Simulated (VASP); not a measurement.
# HfH8 (I4/mmm) in VASP: notebook

Runs on HfH8. Level: PBE. Tasks: single point, relaxation of cell and atoms.

All numbers are computed with VASP 6.6.1; they aren't measurements. Logs are shortened: lines on timing, memory, paths and dates and some standing lists are left out, and cuts for length are marked.

## 1. The cell of the first run

Symmetry: I4/mmm, No. 139, tetragonal system. Conventional cell: a = 5.368 Å, b = 5.368 Å, c = 3.456 Å, α = 90.00°, β = 90.00°, γ = 90.00°. Within 2.9 Å of Hf (site symmetry 4/mmm) lie 16 H at 2.16 to 2.49 Å. Within 2.5 Å of H (site symmetry m2m) lie 12 H at 1.84 to 2.39 Å and 3 Hf at 2.16 to 2.49 Å. H (site symmetry m2m) has 1 H at 0.79 Å within 1.1 Å.

## 2. Single point, PBE

INCAR

```
ALGO = Normal
EDIFF = 1E-6
ENCUT = 520
GGA = PE
ISIF = 2
ISMEAR = 0
LASPH = True
LCHARG = False
LREAL = False
LWAVE = False
NBANDS = 19
NELM = 100
PREC = Accurate
SIGMA = 0.1
```

KPOINTS

```
k-points
0
Gamma
  14 14 14
```

POSCAR

```
HfH8
1.0
   -2.6840942965      2.6840942965      1.7279078595
    2.6840942965     -2.6840942965      1.7279078595
    2.6840942965      2.6840942965     -1.7279078595
Hf H
1 8
Direct
    0.0000000000      0.0000000000      0.0000000000
    0.3281987175      0.3281987175      0.6563974349
    0.6718012825      0.6718012825      0.3436025651
    0.6718012825      0.3281987175      0.0000000000
    0.0000000000      0.5734892690      0.5734892690
    0.4265107310      0.0000000000      0.4265107310
    0.5734892690      0.0000000000      0.5734892690
    0.0000000000      0.4265107310      0.4265107310
    0.3281987175      0.6718012825      0.0000000000
```

Potentials or basis: VASP PAW PBE potentials, release 64 (Hf_pv, H).

On the command line:

```sh
cat potpaw_PBE.64/Hf_pv/POTCAR potpaw_PBE.64/H/POTCAR > POTCAR
mpirun -np 1 vasp_std > vasp.out
```

OUTCAR:

```text
EDIFF = 1E-6
   ENCUT = 520
   GGA = PE
   ISIF = 2
   ISMEAR = 0
   LASPH = True
   LREAL = False
   NELM = 100
   PREC = Accurate

 ion  position               nearest neighbor table
   1  0.000  0.000  0.000-   4 2.16   9 2.16   4 2.16   9 2.16   3 2.16   2 2.16   3 2.16   2 2.16
                             8 2.29   5 2.29   6 2.29   7 2.29
   2  0.328  0.328  0.656-   1 2.16   1 2.16
   3  0.672  0.672  0.344-   1 2.16   1 2.16
   4  0.672  0.328  0.000-   1 2.16   1 2.16
   5  0.000  0.573  0.573-   8 0.79   1 2.29
   6  0.427  0.000  0.427-   7 0.79   1 2.29
   7  0.573  0.000  0.573-   6 0.79   1 2.29
   8  0.000  0.427  0.427-   5 0.79   1 2.29
   9  0.328  0.672  0.000-   1 2.16   1 2.16

  LATTYP: Found a body centered tetragonal cell.
 ALAT       =     5.3681885930
 C/A-ratio  =     0.6437582546

  Lattice vectors:

 A1 = (  -2.6840942965,   2.6840942965,   1.7279078595)
 A2 = (   2.6840942965,  -2.6840942965,   1.7279078595)
 A3 = (   2.6840942965,   2.6840942965,  -1.7279078595)

Analysis of symmetry for initial positions (statically):
=====================================================================
 Subroutine PRICEL returns:
 Original cell was already a primitive cell.

 Routine SETGRP: Setting up the symmetry group for a
 body centered tetragonal supercell.

 Subroutine GETGRP returns: Found 16 space group operations
 (whereof 16 operations were pure point group operations)
 out of a pool of 16 trial point group operations.

The static configuration has the point symmetry D_4h.

Analysis of symmetry for dynamics (positions and initial velocities):
=====================================================================
 Subroutine PRICEL returns:
 Original cell was already a primitive cell.

 Routine SETGRP: Setting up the symmetry group for a
 body centered tetragonal supercell.

 Subroutine GETGRP returns: Found 16 space group operations
 (whereof 16 operations were pure point group operations)
 out of a pool of 16 trial point group operations.

The dynamic configuration has the point symmetry D_4h.

 Subroutine INISYM returns: Found 16 space group operations
 (whereof 16 operations are pure point group operations),
 and found     1 'primitive' translations

----------------------------------------------------------------------------------------

                                     Primitive cell

  volume of cell :      49.7939

  direct lattice vectors                    reciprocal lattice vectors
    -2.684094297  2.684094297  1.727907859     0.000000000  0.186282576  0.289367282
     2.684094297 -2.684094297  1.727907859     0.186282576  0.000000000  0.289367282
     2.684094297  2.684094297 -1.727907859     0.186282576  0.186282576  0.000000000

  length of vectors
     4.170658216  4.170658216  4.170658216     0.344143316  0.344143316  0.263443346

  position of ions in fractional coordinates (direct lattice)
     0.000000000  0.000000000  0.000000000
     0.328198718  0.328198718  0.656397435
     0.671801282  0.671801282  0.343602565
     0.671801282  0.328198718  0.000000000
     0.000000000  0.573489269  0.573489269
     0.426510731  0.000000000  0.426510731
     0.573489269  0.000000000  0.573489269
     0.000000000  0.426510731  0.426510731
     0.328198718  0.671801282  0.000000000

  ion indices of the primitive-cell ions
   primitive index   ion index
                 1           1
                 2           2
                 3           3
                 4           4
                 5           5
                 6           6
                 7           7
                 8           8
                 9           9

----------------------------------------------------------------------------------------

 KPOINTS: k-points

Automatic generation of k-mesh.
 Grid dimensions read from file:
 generate k-points for:   14   14   14

 Generating k-lattice:

  Cartesian coordinates                     Fractional coordinates (reciprocal lattice)
     0.000000000  0.013305898  0.020669092     0.071428571  0.000000000 -0.000000000
     0.013305898  0.000000000  0.020669092     0.000000000  0.071428571 -0.000000000
     0.013305898  0.013305898  0.000000000     0.000000000  0.000000000  0.071428571

  Length of vectors
     0.024581665  0.024581665  0.018817382

  Shift w.r.t. Gamma in fractional coordinates (k-lattice)
     0.000000000  0.000000000  0.000000000

 Subroutine IBZKPT returns following result:
 ===========================================

 Found    244 irreducible k-points:

 Following reciprocal coordinates:
            Coordinates               Weight
  0.000000  0.000000  0.000000      1.000000
  0.071429  0.000000 -0.000000      8.000000
  0.142857  0.000000  0.000000      8.000000
  0.214286 -0.000000  0.000000      8.000000
  0.285714  0.000000  0.000000      8.000000
  0.357143  0.000000 -0.000000      8.000000
[... 16 lines left out ...]
  0.214286  0.142857  0.000000     16.000000
  0.285714  0.142857  0.000000     16.000000
 [... further k-points ...]
   k-points           NKPTS =    244   k-points in BZ     NKDIM =    244   number of bands    NBANDS=     19
   number of dos      NEDOS =    301   number of ions     NIONS =      9
   total plane-waves  NPLWV =  32768
   dimension x,y,z NGX =    32 NGY =   32 NGZ =   32
   dimension x,y,z NGXF=    64 NGYF=   64 NGZF=   64
   ions per type =               1   8
   NGX,Y,Z   is equivalent  to a cutoff of  12.76, 12.76, 12.76 a.u.
   NGXF,Y,Z  is equivalent  to a cutoff of  25.51, 25.51, 25.51 a.u.
 SYSTEM =  unknown system
   PREC   = accura    normal or accurate (medium, high low for compatibility)
   ISTART =      0    job   : 0-new  1-cont  2-samecut
   ICHARG =      2    charge: 1-file 2-atom 10-const
   ISPIN  =      1    spin polarized calculation?
   LNONCOLLINEAR =      F non collinear calculations
   LSORBIT =      F    spin-orbit coupling
   LASPH  =      T    aspherical Exc in radial PAW
   ENCUT  =  520.0 eV  38.22 Ry    6.18 a.u.   7.75  7.75  7.75*2*pi/ulx,y,z
   NELM   =    100;   NELMIN=  2; NELMDL= -5     # of ELM steps
   EDIFF  = 0.1E-05   stopping-criterion for ELM
   LREAL  =      F    real-space projection
   EDIFFG = 0.1E-04   stopping-criterion for IOM
   NSW    =      0    number of steps for IOM
   IBRION =     -1    ionic relax: 0-MD 1-quasi-New 2-CG
   NFREE  =      0    steps in history (QN), initial steepest desc. (CG)
   ISIF   =      2    stress and relaxation
   ISYM   =      2    0-nonsym 1-usesym 2-fastsym
   POTIM  = 0.5000    time-step for ionic-motion
   TEBEG  =    0.0;   TEEND  =   0.0 temperature during run
   PSTRESS=    0.0 pullay stress
   NELECT =      18.0000    total number of electrons
   NUPDOWN=      -1.0000    fix difference up-down
   EMIN   =  10.00;   EMAX   =-10.00  energy-range for DOS
   EFERMI =   0.00;   METHOD = LEGACY
   ISMEAR =     0;   SIGMA  =   0.10  broadening in eV -4-tet -1-fermi 0-gaus
   EFERMI_NEDOS =   21; number of points for ismear=-14 and -15
   IALGO  =     38    algorithm
   IMIX   =      4    mixing-type and parameters
     AMIX     =   0.40;   BMIX     =  1.00
     AMIX_MAG =   1.60;   BMIX_MAG =  1.00
  volume/ion in A,a.u.               =       5.53        37.34
  Fermi-wavevector in a.u.,A,eV,Ry     =   1.166202  2.203801 18.504279  1.360026
  Thomas-Fermi vector in A             =   2.302718
   LORBIT       =      0    0 simple, 1 ext, 2 COOP (PROOUT), +10 PAW based schemes
   GGA     = PE    functional components
   LHFCALC =     F    Hartree Fock is set to
   AEXX    =    0.0000 exact exchange contribution
   IVDW    =     0    specifies the selected vdW correction
   LEPSILON=     F    determine dielectric tensor
   LRPA    =     F    only Hartree local field effects (RPA)
 non-spin polarized calculation
 Gauss-broadening in eV      SIGMA  =   0.10
  energy-cutoff  :      520.00
  volume of cell :       49.79
 maximum number of plane-waves:      1354
   NGX = 15   NGY = 15   NGZ = 15

 number of electron      17.9999997 magnetization

 Free energy of the ion-electron system (eV)
  ---------------------------------------------------
  ext. energy  EPLUGINS =         0.00000000
  ---------------------------------------------------
  free energy    TOTEN  =       -33.58525092 eV

  energy without entropy =      -33.57752676  energy(sigma->0) =      -33.58138884

 E-fermi :   3.1828     XC(G=0): -10.5834

 val. band max:        3.1808447074   @ k =  -0.4286   0.0714  -0.0000
 cond. band min:       3.1933839858   @ k =  -0.2143   0.2143   0.1429
 fundamental gap:      0.0125392783
 Fermi energy:         3.1828015183

 k-point     1 :       0.0000    0.0000    0.0000
  band No.  band energies     occupation
      1     -28.7495      2.00000
      2     -28.7495      2.00000
      3     -28.4672      2.00000
      4      -9.4616      2.00000
      5      -2.6806      2.00000
      6      -1.4408      2.00000
[... 11 lines left out ...]
     18      14.6449      0.00000
     19      16.6428      0.00000

 k-point     2 :       0.0714    0.0000   -0.0000
  band No.  band energies     occupation
      1     -28.7495      2.00000
      2     -28.7493      2.00000
      3     -28.4780      2.00000
      4      -9.3683      2.00000
      5      -2.6433      2.00000
      6      -1.4180      2.00000
[... 11 lines left out ...]
     18      14.5507      0.00000
     19      14.8446      0.00000

 k-point     3 :       0.1429    0.0000    0.0000
  band No.  band energies     occupation
      1     -28.7492      2.00000
      2     -28.7488      2.00000
      3     -28.5083      2.00000
      4      -9.0929      2.00000
      5      -2.5429      2.00000
      6      -1.3844      2.00000
[... 11 lines left out ...]
     18      13.0428      0.00000
     19      14.6726      0.00000

 k-point     4 :       0.2143   -0.0000    0.0000
  band No.  band energies     occupation
      1     -28.7490      2.00000
      2     -28.7479      2.00000
      3     -28.5515      2.00000
      4      -8.6511      2.00000
      5      -2.4682      2.00000
      6      -1.7310      2.00000
[... 11 lines left out ...]
     18      13.7733      0.00000
     19      14.5865      0.00000

 k-point     5 :       0.2857    0.0000    0.0000
  band No.  band energies     occupation
      1     -28.7490      2.00000
      2     -28.7470      2.00000
      3     -28.5985      2.00000
      4      -8.0660      2.00000
      5      -2.9681      2.00000
      6      -1.9039      2.00000
[... 11 lines left out ...]
     18      12.9454      0.00000
     19      14.6696      0.00000
[... 334 lines left out ...]
      2     -28.7494      2.00000
      3     -28.4674      2.00000
      4      -9.4100      2.00000
      5      -2.7856      2.00000
      6      -1.4885      2.00000
[... 11 lines left out ...]
     18      14.6303      0.00000
     19      15.5129      0.00000

 k-point    22 :       0.1429    0.1429    0.0000
  band No.  band energies     occupation
      1     -28.7483      2.00000
      2     -28.7420      2.00000
      3     -28.5984      2.00000
      4      -8.2383      2.00000
      5      -2.6499      2.00000
      6      -2.1314      2.00000
[... 11 lines left out ...]
     18      13.6881      0.00000
     19      14.2954      0.00000

 k-point    23 :       0.2143    0.1429    0.0000
  band No.  band energies     occupation
      1     -28.7482      2.00000
      2     -28.7414      2.00000
      3     -28.6403      2.00000
      4      -7.5966      2.00000
      5      -3.5632      2.00000
      6      -2.1591      2.00000
[... 11 lines left out ...]
     18      13.1565      0.00000
     19      14.0626      0.00000

 k-point    24 :       0.2857    0.1429    0.0000
  band No.  band energies     occupation
      1     -28.7486      2.00000
      2     -28.7429      2.00000
      3     -28.6685      2.00000
      4      -6.8473      2.00000
      5      -4.4630      2.00000
      6      -2.2945      2.00000
[... 11 lines left out ...]
     18      12.7166      0.00000
     19      14.2520      0.00000

 [... further k-points ...]

------------------------ aborting loop because EDIFF is reached ----------------------------------------

  FORCE on cell =-STRESS in cart. coord.  units (eV):
  Direction    XX          YY          ZZ          XY          YZ          ZX
  --------------------------------------------------------------------------------------
  -------------------------------------------------------------------------------------
  Total       -0.2331143     -0.2331143     -0.2716434      0.0000000      0.0000000      0.0000000
  in kB       -7.5007267     -7.5007267     -8.7404465      0.0000000      0.0000000      0.0000000
  external PRESSURE =      -7.9139666 kB  Pullay stress =       0.0000000 kB

 VOLUME and BASIS-vectors are now :
 -----------------------------------------------------------------------------
  energy-cutoff  :      520.00
  volume of cell :       49.79
      direct lattice vectors                 reciprocal lattice vectors
    -2.684094297  2.684094297  1.727907859     0.000000000  0.186282576  0.289367282
     2.684094297 -2.684094297  1.727907859     0.186282576  0.000000000  0.289367282
     2.684094297  2.684094297 -1.727907859     0.186282576  0.186282576  0.000000000

 POSITION                                       TOTAL-FORCE (eV/Angst)
 -----------------------------------------------------------------------------------
      0.00000      0.00000      0.00000         0.000000      0.000000     -0.000000
      1.76183      1.76183      0.00000         0.006392      0.006392     -0.000000
      0.92226      0.92226      1.72791        -0.006392     -0.006392      0.000000
     -0.92226      0.92226      1.72791         0.006392     -0.006392      0.000000
      3.07860      0.00000      0.00000         0.004588      0.000000      0.000000
      0.00000      2.28959      0.00000         0.000000     -0.004588     -0.000000
      0.00000      3.07860      0.00000         0.000000      0.004588      0.000000
      2.28959      0.00000      0.00000        -0.004588      0.000000     -0.000000
      0.92226     -0.92226      1.72791        -0.006392      0.006392     -0.000000
 -----------------------------------------------------------------------------------
    total drift:                               -0.000000     -0.000000     -0.000000

  FREE ENERGIE OF THE ION-ELECTRON SYSTEM (eV)
  ---------------------------------------------------
  free  energy   TOTEN  =       -33.5852509221 eV

  energy  without entropy=      -33.5775267590  energy(sigma->0) =      -33.58138884
```

Run time: 6 min. Hardware: 1 thread of Oxide Virtual Turin-like, shared host; peak memory 0.3 GiB.

Results:

| Quantity | Value |
| --- | --- |
| Free energy | -33.5853 eV |
| Pressure | -0.8 GPa |
| Largest force | 0.009 eV/Å |
| Band gap on the k mesh | zero (bands 9 and 10 overlap by 2.89 eV) |

Forces on the atoms (eV/Å):
```
Hf   0.000  0.000  0.000
H    0.006  0.006  0.000
H   -0.006 -0.006  0.000
H    0.006 -0.006  0.000
H    0.005  0.000  0.000
H    0.000 -0.005  0.000
H    0.000  0.005  0.000
H   -0.005  0.000  0.000
H   -0.006  0.006  0.000
```

Levels at points of the mesh, in eV from the Fermi level:
| k point | band 5 | band 6 | band 7 | band 8 | band 9 | band 10 | band 11 | band 12 | band 13 | band 14 |
| --- | --- | --- | --- | --- | --- | --- | --- | --- | --- | --- |
| (0.00, 0.00, 0.00) | -5.86 | -4.62 | -3.55 | -1.08 | -1.08 | 1.01 | 1.19 | 1.19 | 2.43 | 3.40 |
| (0.50, 0.00, 0.00) | -8.72 | -5.36 | -4.50 | -3.68 | -1.32 | -0.28 | 1.50 | 2.72 | 4.20 | 6.06 |
| (0.50, 0.50, 0.00) | -8.88 | -3.69 | -2.98 | -2.96 | -0.94 | 0.20 | 0.81 | 1.47 | 2.39 | 5.40 |
| (0.50, 0.50, 0.50) | -7.08 | -5.90 | -5.90 | -3.52 | 2.07 | 2.26 | 2.26 | 2.73 | 3.21 | 3.92 |

Caveat: spin-orbit coupling is left out, which moves the levels of the heavy elements.

## 3. Relaxation of cell and atoms, PBE

This run uses another cell than the first one, of 5.45 Å³/atom.

INCAR

```
PREC = Accurate ; ENCUT = 600
EDIFF = 1E-6 ; ISMEAR = 0
SIGMA = 0.1 ; LREAL = False
LASPH = True ; NELM = 80
ALGO = Normal ; ISIF = 3
LWAVE = False ; LCHARG = False
GGA = PE ; IBRION = 2
NSW = 100 ; EDIFFG = -0.01
```

KPOINTS

```
Automatic mesh
0
Gamma
  14 14 14
```

POSCAR

```
HfH8
1.0
   -2.6587810052      2.6587810052      1.7338810183
    2.6587810052     -2.6587810052      1.7338810183
    2.6587810052      2.6587810052     -1.7338810183
Hf H
1 8
Direct
    0.0000000000      0.0000000000      0.0000000000
    0.3220366062      0.3220366062      0.6440732124
    0.6779633938      0.6779633938      0.3559267876
    0.6779633938      0.3220366062      0.0000000000
    0.0000000000      0.5745412784      0.5745412784
    0.4254587216      0.0000000000      0.4254587216
    0.5745412784      0.0000000000      0.5745412784
    0.0000000000      0.4254587216      0.4254587216
    0.3220366062      0.6779633938      0.0000000000
```

Potentials or basis: VASP PAW PBE potentials, release 64 (Hf_pv, H).

On the command line:

```sh
cat potpaw_PBE.64/Hf_pv/POTCAR potpaw_PBE.64/H/POTCAR > POTCAR
mpirun -np 1 vasp_std > vasp.out
```

Wall time 42 min (1 thread of Oxide Virtual Turin-like, shared host); peak memory 0.33 GiB.

It converged, with:

| Property | Result |
| --- | --- |
| Free energy | -33.5902 eV |
| Relaxed volume | 5.48 Å³/atom |
| Relaxed cell | a = 4.155 Å, b = 4.155 Å, c = 4.155 Å, α = 99.96°, β = 99.96°, γ = 130.86° |
| Space group after relaxing (to 0.1 Å) | I4/mmm (No. 139) |
| Energy gained by relaxing | 1.0 meV/atom |
| Ionic steps | 14 |
| Pressure after relaxing | 0.0 GPa |
| Largest force after relaxing | 0.010 eV/Å |
| Band gap on the k mesh | zero (bands 9 and 10 overlap by 2.97 eV) |

Forces in eV/Å, atoms in the order of the input:
```
Hf   0.000  0.000  0.000
H   -0.002 -0.002  0.000
H    0.002  0.002  0.000
H   -0.002  0.002  0.000
H    0.010  0.000  0.000
H    0.000 -0.010  0.000
H    0.000  0.010  0.000
H   -0.010  0.000  0.000
H    0.002 -0.002  0.000
```

Stress tensor (GPa, compression positive):
```
 0.14  0.00  0.00
 0.00  0.14  0.00
 0.00  0.00 -0.25
```

The path:
```
step  energy change (eV)  largest force (eV/Å)  pressure (GPa)  volume (Å³)
   1              0.0000                0.0922           -0.53        49.03
   2             -0.0019                0.0810           -0.11        48.90
   3             -0.0032                0.1161            0.54        48.72
   4             -0.0043                0.0690            0.56        48.70
   5             -0.0055                0.0414            0.62        48.65
   6             -0.0056                0.0638            0.64        48.64
   7             -0.0063                0.0556            0.64        48.68
   8             -0.0077                0.0307            0.64        48.83
   9             -0.0077                0.0367            0.69        49.11
  10             -0.0082                0.0164            0.66        48.97
  11             -0.0087                0.0131            0.34        49.13
  12             -0.0089                0.0229           -0.03        49.33
  13             -0.0090                0.0258            0.03        49.35
  14             -0.0090                0.0096            0.01        49.35
```

Final structure:
```yaml
crystal:
  lattice:
    - [-2.67207, 2.67207, 1.72778]
    - [2.67207, -2.67207, 1.72778]
    - [2.67207, 2.67207, -1.72778]
  atoms:
    - { symbol: Hf, position: [0.00000, 0.00000, 0.00000] }
    - { symbol: H, position: [0.32796, 0.32796, 0.65593] }
    - { symbol: H, position: [0.67204, 0.67204, 0.34407] }
    - { symbol: H, position: [0.67204, 0.32796, 0.00000] }
    - { symbol: H, position: [0.00000, 0.57386, 0.57386] }
    - { symbol: H, position: [0.42614, 0.00000, 0.42614] }
    - { symbol: H, position: [0.57386, 0.00000, 0.57386] }
    - { symbol: H, position: [0.00000, 0.42614, 0.42614] }
    - { symbol: H, position: [0.32796, 0.67204, 0.00000] }
```

Levels at points of the mesh, in eV from the Fermi level:
```csv
k point,band 6,band 7,band 8,band 9,band 10,band 11,band 12,band 13
"(0.00, 0.00, 0.00)",-4.66,-3.60,-1.08,-1.08,1.05,1.17,1.17,2.48
"(0.50, 0.00, 0.00)",-5.40,-4.51,-3.69,-1.34,-0.27,1.52,2.78,4.20
"(0.50, 0.50, 0.00)",-3.74,-2.98,-2.97,-0.96,0.23,0.78,1.50,2.41
"(0.50, 0.50, 0.50)",-5.93,-5.93,-3.54,2.12,2.28,2.28,2.80,3.28
```

Caveat: spin-orbit coupling is left out, which moves the levels of the heavy elements.
